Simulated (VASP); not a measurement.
# Mo (Fmmm) in VASP: single point with PBE

Aim: the single point of Mo with PBE.

Everything below comes from runs of VASP 6.6.1. Logs are shortened: lines on timing, memory, paths and dates and some standing lists are left out, and cuts for length are marked.

**1. The cell of the first run**

The typed cell holds 6 atoms: a = 5.470 Å, b = 7.735 Å, c = 2.738 Å, α = 118.09°, β = 109.45°, γ = 90.00°.

**2. Single point, PBE**

The input, INCAR:

```
SYSTEM = Mo
PREC = Accurate ; ENCUT = 520
EDIFF = 1E-6 ; ISMEAR = 0
SIGMA = 0.1 ; LREAL = .FALSE.
LASPH = .TRUE. ; NELM = 100
ALGO = Fast ; ISIF = 2
LWAVE = .FALSE. ; LCHARG = .FALSE.
GGA = PE ; NBANDS = 51
```

The input, KPOINTS:

```
regular mesh
0
G
  7 5 15
  0 0 0
```

The input, POSCAR:

```
Mo
1.0
    5.4697623860      0.0000000000      0.0000000000
    0.0000000000      7.7354121493      0.0000000000
   -0.9116270643     -1.2892353582      2.2368654960
Mo
6
Direct
    0.0000000000      0.0000000000      0.0000000000
    0.5000000000      0.0000000000      0.0000000000
    0.3333333333      0.3333333333      0.0000000000
    0.1666666667      0.6666666667      0.0000000000
    0.8333333333      0.3333333333      0.0000000000
    0.6666666667      0.6666666667      0.0000000000
```

Potentials or basis: VASP PAW PBE potentials, release 64 (Mo_sv).

Launch:

```console
cat potpaw_PBE.64/Mo_sv/POTCAR > POTCAR
mpirun -np 1 vasp_std > vasp.out
```

OUTCAR:

```text
SYSTEM = Mo
   PREC = Accurate
   ENCUT = 520
   EDIFF = 1E-6
   ISMEAR = 0
   LREAL = .FALSE.
   LASPH = .TRUE.
   NELM = 100
   ISIF = 2
   GGA = PE

 ion  position               nearest neighbor table
   1  0.000  0.000  0.000-   4 2.73   5 2.73   2 2.73   2 2.73   6 2.74   3 2.74   3 3.16   6 3.16
                             5 3.16   4 3.16   2 3.16   2 3.16
   2  0.500  0.000  0.000-   3 2.73   6 2.73   1 2.73   1 2.73   4 2.74   5 2.74   5 3.16   4 3.16
                             6 3.16   3 3.16   1 3.16   1 3.16
   3  0.333  0.333  0.000-   2 2.73   5 2.73   5 2.73   4 2.73   1 2.74   6 2.74   1 3.16   6 3.16
                             2 3.16   4 3.16   5 3.16   5 3.16
   4  0.167  0.667  0.000-   1 2.73   6 2.73   6 2.73   3 2.73   2 2.74   5 2.74   2 3.16   5 3.16
                             1 3.16   3 3.16   6 3.16   6 3.16
   5  0.833  0.333  0.000-   1 2.73   3 2.73   3 2.73   6 2.73   2 2.74   4 2.74   2 3.16   4 3.16
                             6 3.16   1 3.16   3 3.16   3 3.16
   6  0.667  0.667  0.000-   2 2.73   4 2.73   4 2.73   5 2.73   1 2.74   3 2.74   1 3.16   3 3.16
                             5 3.16   2 3.16   4 3.16   4 3.16

  LATTYP: Found a triclinic cell.
 ALAT       =     5.2385391730
 B/A-ratio  =     1.4774832288
 C/A-ratio  =     0.5226688019
 COS(alpha) =     0.0016217361
 COS(beta)  =     0.1750216300
 COS(gamma) =     0.4927769532

  Lattice vectors:

 A1 = (   4.5581353217,  -1.2892353582,   2.2368654960)
 A2 = (   3.6465082574,   5.1569414329,   4.4737309920)
 A3 = (  -0.9116270643,  -1.2892353582,   2.2368654960)

Analysis of symmetry for initial positions (statically):
=====================================================================
 Subroutine PRICEL returns following result:

  LATTYP: Found a face centered orthorhombic cell.
 ALAT       =     3.1579687866
 B/A-ratio  =     1.4142135621
 C/A-ratio  =     1.4166482617

  Lattice vectors:

 A1 = (   1.8232541288,  -1.2892353580,  -2.2368654960)
 A2 = (   0.9116270643,   1.2892353582,  -2.2368654960)
 A3 = (   2.7348811935,   0.0000000008,   0.0000000000)

   6 primitive cells build up your supercell.

 Routine SETGRP: Setting up the symmetry group for a
 triclinic supercell.

 Subroutine GETGRP returns: Found  2 space group operations
 (whereof  2 operations were pure point group operations)
 out of a pool of  2 trial point group operations.

The static configuration has the point symmetry S_2 .

Analysis of symmetry for dynamics (positions and initial velocities):
=====================================================================
 Subroutine PRICEL returns following result:

  LATTYP: Found a face centered orthorhombic cell.
 ALAT       =     3.1579687866
 B/A-ratio  =     1.4142135621
 C/A-ratio  =     1.4166482617

  Lattice vectors:

 A1 = (   1.8232541288,  -1.2892353580,  -2.2368654960)
 A2 = (   0.9116270643,   1.2892353582,  -2.2368654960)
 A3 = (   2.7348811935,   0.0000000008,   0.0000000000)

   6 primitive cells build up your supercell.

 Routine SETGRP: Setting up the symmetry group for a
 triclinic supercell.

 Subroutine GETGRP returns: Found  2 space group operations
 (whereof  2 operations were pure point group operations)
 out of a pool of  2 trial point group operations.

The dynamic configuration has the point symmetry S_2 .

 Subroutine INISYM returns: Found  2 space group operations
 (whereof  2 operations are pure point group operations),
 and found     6 'primitive' translations

----------------------------------------------------------------------------------------

                                     Primitive cell

  volume of cell :      15.7740

  direct lattice vectors                    reciprocal lattice vectors
     1.823254129 -1.289235358 -2.236865496     0.000000000 -0.387826782 -0.223527074
     0.911627064  1.289235358 -2.236865496    -0.000000000  0.387826782 -0.223527074
     2.734881194  0.000000001  0.000000000     0.365646596  0.129275594  0.223527074

  length of vectors
     3.160688323  2.738020993  2.734881194     0.447631507  0.447631507  0.447631506

  position of ions in fractional coordinates (direct lattice)
     0.000000000  0.000000000  0.000000000

  ion indices of the primitive-cell ions
   primitive index   ion index
                 1           1

----------------------------------------------------------------------------------------

 KPOINTS: regular mesh

Automatic generation of k-mesh.
 Grid dimensions read from file:
 generate k-points for:    7    5   15

 Generating k-lattice:

  Cartesian coordinates                     Fractional coordinates (reciprocal lattice)
     0.026117614  0.000000000  0.010644146     0.142857143  0.000000000  0.000000000
     0.000000000  0.025855119  0.014901805     0.000000000  0.200000000 -0.000000000
     0.000000000  0.000000000  0.029803610     0.000000000  0.000000000  0.066666667

  Length of vectors
     0.028203326  0.029842100  0.029803610

  Shift w.r.t. Gamma in fractional coordinates (k-lattice)
     0.000000000  0.000000000  0.000000000

 -----------------------------------------------------------------------------
|                                                                             |
|           W    W    AA    RRRRR   N    N  II  N    N   GGGG   !!!           |
|           W    W   A  A   R    R  NN   N  II  NN   N  G    G  !!!           |
|           W    W  A    A  R    R  N N  N  II  N N  N  G       !!!           |
|           W WW W  AAAAAA  RRRRR   N  N N  II  N  N N  G  GGG   !            |
|           WW  WW  A    A  R   R   N   NN  II  N   NN  G    G                |
|           W    W  A    A  R    R  N    N  II  N    N   GGGG   !!!           |
|                                                                             |
|     Your reciprocal lattice and k-lattice belong to different lattice       |
|     classes:                                                                |
|                                                                             |
|        The reciprocal lattice is triclinic,                                 |
|        whereas your k-lattice is base-centered monoclinic.                  |
|                                                                             |
|     Results are often still useful ...                                      |
|                                                                             |
 -----------------------------------------------------------------------------

 Subroutine IBZKPT returns following result:
 ===========================================

 Found    263 irreducible k-points:

 Following reciprocal coordinates:
            Coordinates               Weight
  0.000000  0.000000  0.000000      1.000000
  0.142857  0.000000  0.000000      2.000000
  0.285714  0.000000  0.000000      2.000000
  0.428571  0.000000  0.000000      2.000000
  0.000000  0.200000  0.000000      2.000000
  0.142857  0.200000  0.000000      2.000000
[... 16 lines left out ...]
 -0.428571  0.000000  0.066667      2.000000
 -0.285714  0.000000  0.066667      2.000000
 [... further k-points ...]
   k-points           NKPTS =    263   k-points in BZ     NKDIM =    263   number of bands    NBANDS=     51
   number of dos      NEDOS =    301   number of ions     NIONS =      6
   total plane-waves  NPLWV =  50400
   dimension x,y,z NGX =    42 NGY =   60 NGZ =   20
   dimension x,y,z NGXF=    84 NGYF=  120 NGZF=   40
   ions per type =               6
   NGX,Y,Z   is equivalent  to a cutoff of  12.77, 12.89, 12.14 a.u.
   NGXF,Y,Z  is equivalent  to a cutoff of  25.53, 25.79, 24.29 a.u.
 SYSTEM =  Mo
   PREC   = accura    normal or accurate (medium, high low for compatibility)
   ISTART =      0    job   : 0-new  1-cont  2-samecut
   ICHARG =      2    charge: 1-file 2-atom 10-const
   ISPIN  =      1    spin polarized calculation?
   LNONCOLLINEAR =      F non collinear calculations
   LSORBIT =      F    spin-orbit coupling
   LASPH  =      T    aspherical Exc in radial PAW
   ENCUT  =  520.0 eV  38.22 Ry    6.18 a.u.  10.17 14.38  5.09*2*pi/ulx,y,z
   NELM   =    100;   NELMIN=  2; NELMDL= -5     # of ELM steps
   EDIFF  = 0.1E-05   stopping-criterion for ELM
   LREAL  =      F    real-space projection
   EDIFFG = 0.1E-04   stopping-criterion for IOM
   NSW    =      0    number of steps for IOM
   IBRION =     -1    ionic relax: 0-MD 1-quasi-New 2-CG
   NFREE  =      0    steps in history (QN), initial steepest desc. (CG)
   ISIF   =      2    stress and relaxation
   ISYM   =      2    0-nonsym 1-usesym 2-fastsym
   POTIM  = 0.5000    time-step for ionic-motion
   TEBEG  =    0.0;   TEEND  =   0.0 temperature during run
   PSTRESS=    0.0 pullay stress
   NELECT =      84.0000    total number of electrons
   NUPDOWN=      -1.0000    fix difference up-down
   EMIN   =  10.00;   EMAX   =-10.00  energy-range for DOS
   EFERMI =   0.00;   METHOD = LEGACY
   ISMEAR =     0;   SIGMA  =   0.10  broadening in eV -4-tet -1-fermi 0-gaus
   EFERMI_NEDOS =   21; number of points for ismear=-14 and -15
   IALGO  =     68    algorithm
   IMIX   =      4    mixing-type and parameters
     AMIX     =   0.40;   BMIX     =  1.00
     AMIX_MAG =   1.60;   BMIX_MAG =  1.00
  volume/ion in A,a.u.               =      15.77       106.45
  Fermi-wavevector in a.u.,A,eV,Ry     =   1.573273  2.973054 33.676962  2.475187
  Thomas-Fermi vector in A             =   2.674582
   LORBIT       =      0    0 simple, 1 ext, 2 COOP (PROOUT), +10 PAW based schemes
   GGA     = PE    functional components
   LHFCALC =     F    Hartree Fock is set to
   AEXX    =    0.0000 exact exchange contribution
   IVDW    =     0    specifies the selected vdW correction
   LEPSILON=     F    determine dielectric tensor
   LRPA    =     F    only Hartree local field effects (RPA)
 non-spin polarized calculation
 RMM-DIIS sequential band-by-band and
 Gauss-broadening in eV      SIGMA  =   0.10
  energy-cutoff  :      520.00
  volume of cell :       94.64
 maximum number of plane-waves:      2572
 NGX is ok and might be reduce to    42
   NGX = 21   NGY = 29   NGZ = 11

 number of electron      84.0000002 magnetization

 Free energy of the ion-electron system (eV)
  ---------------------------------------------------
  ext. energy  EPLUGINS =         0.00000000
  ---------------------------------------------------
  free energy    TOTEN  =       -65.60980492 eV

  energy without entropy =      -65.59189573  energy(sigma->0) =      -65.60085033

 E-fermi :  12.4662     XC(G=0): -13.3405

 val. band max:       12.4585417145   @ k =  -0.2857   0.4000   0.2000
 cond. band min:      12.4682296061   @ k =   0.4286  -0.2000   0.2667
 fundamental gap:      0.0096878915
 Fermi energy:        12.4661872044

 k-point     1 :       0.0000    0.0000    0.0000
  band No.  band energies     occupation
      1     -48.8392      2.00000
      2     -48.6487      2.00000
      3     -48.6487      2.00000
      4     -48.5837      2.00000
      5     -48.5837      2.00000
      6     -48.5825      2.00000
[... 43 lines left out ...]
     50      14.1271      0.00000
     51      14.4698      0.00000

 k-point     2 :       0.1429    0.0000    0.0000
  band No.  band energies     occupation
      1     -48.8295      2.00000
      2     -48.6522      2.00000
      3     -48.6361      2.00000
      4     -48.6161      2.00000
      5     -48.5869      2.00000
      6     -48.5663      2.00000
[... 43 lines left out ...]
     50      14.1440      0.00000
     51      14.6801      0.00000

 k-point     3 :       0.2857    0.0000    0.0000
  band No.  band energies     occupation
      1     -48.8018      2.00000
      2     -48.6603      2.00000
      3     -48.6463      2.00000
      4     -48.6166      2.00000
      5     -48.5989      2.00000
      6     -48.5643      2.00000
[... 43 lines left out ...]
     50      14.1384      0.00000
     51      14.7582      0.00000
[... 1027 lines left out ...]
 k-point    23 :      -0.4286    0.0000    0.0667
  band No.  band energies     occupation
      1     -48.7708      2.00000
      2     -48.6819      2.00000
      3     -48.6240      2.00000
      4     -48.6083      2.00000
      5     -48.6058      2.00000
      6     -48.5705      2.00000
[... 43 lines left out ...]
     50      14.0020      0.00000
     51      14.4217      0.00000

 k-point    24 :      -0.2857    0.0000    0.0667
  band No.  band energies     occupation
      1     -48.8062      2.00000
      2     -48.6329      2.00000
      3     -48.6326      2.00000
      4     -48.6198      2.00000
      5     -48.6022      2.00000
      6     -48.5666      2.00000
[... 43 lines left out ...]
     50      14.4560      0.00000
     51      14.8302      0.00000

 [... further k-points ...]

------------------------ aborting loop because EDIFF is reached ----------------------------------------

  FORCE on cell =-STRESS in cart. coord.  units (eV):
  Direction    XX          YY          ZZ          XY          YZ          ZX
  --------------------------------------------------------------------------------------
  -------------------------------------------------------------------------------------
  Total        0.6848220      0.5859961      0.3928907      0.0730151     -0.0196128      0.1082245
  in kB       11.5930172      9.9200424      6.6510551      1.2360372     -0.3320149      1.8320798
  external PRESSURE =       9.3880382 kB  Pullay stress =       0.0000000 kB

 VOLUME and BASIS-vectors are now :
 -----------------------------------------------------------------------------
  energy-cutoff  :      520.00
  volume of cell :       94.64
      direct lattice vectors                 reciprocal lattice vectors
     5.469762386  0.000000000  0.000000000     0.182823298  0.000000000  0.074509025
     0.000000000  7.735412149  0.000000000     0.000000000  0.129275594  0.074509025
    -0.911627064 -1.289235358  2.236865496     0.000000000  0.000000000  0.447054149

 POSITION                                       TOTAL-FORCE (eV/Angst)
 -----------------------------------------------------------------------------------
      0.00000      0.00000      0.00000         0.000000      0.000000      0.000000
      2.73488      0.00000      0.00000        -0.000000     -0.000000      0.000000
      1.82325      2.57847      0.00000         0.000000     -0.000000     -0.000000
      0.91163      5.15694      0.00000         0.000000      0.000000      0.000000
      4.55814      2.57847      0.00000         0.000000      0.000000     -0.000000
      3.64651      5.15694      0.00000        -0.000000      0.000000      0.000000
 -----------------------------------------------------------------------------------
    total drift:                                0.000000      0.000000     -0.000000

  FREE ENERGIE OF THE ION-ELECTRON SYSTEM (eV)
  ---------------------------------------------------
  free  energy   TOTEN  =       -65.6098049198 eV

  energy  without entropy=      -65.5918957313  energy(sigma->0) =      -65.60085033
```

It took 23 min on 1 thread of Oxide Virtual Turin-like, shared host; peak memory 0.81 GiB.

What came out:

```yaml
Free_energy: -65.6098 eV
Pressure: 0.9 GPa
Band_gap_on_the_k_mesh: zero (bands 42 and 43 overlap by 2.41 eV)
```
